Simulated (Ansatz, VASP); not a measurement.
Two plane-wave programs on P

```
CELL_PARAMETERS angstrom
1.69998 -5.39269 0.00000
1.69998 5.39269 0.00000
0.00000 0.00000 4.49905
ATOMIC_POSITIONS crystal
P 0.09800 0.90200 0.91000
P 0.59800 0.40200 0.59000
P 0.90200 0.09800 0.09000
P 0.40200 0.59800 0.41000
```

Alike in both runs: task single point; functional LDA; k mesh 12 × 12 × 8; occupations gaussian, width 0.05 eV; no spin polarisation.

|  | VASP | Ansatz |
| --- | --- | --- |
| version | VASP 6.6.1 | Ansatz 0.2.0 |
| potentials or method | VASP PAW LDA potentials, release 64 (P), cutoff 520 eV | scalar-relativistic, plane waves, PAW |
| valence electrons in the cell | 20 | 20 |

```tsv
	VASP	Ansatz	Ansatz less VASP
least direct gap on the mesh (eV)	0.01	0.00	-0.006
pressure (GPa)	-4.5	-4.3	+0.25
traceless stress, the component that is largest in VASP (GPa)	-3.33	-3.32	+0.015
rms of the force components (eV/Å)	0.190	0.201	+0.0103
```

LDA's correlation is that of Perdew and Zunger in VASP and of Perdew and Wang (1992) in Ansatz. Atom by atom the forces differ by 0.022 eV/Å (rms over components).
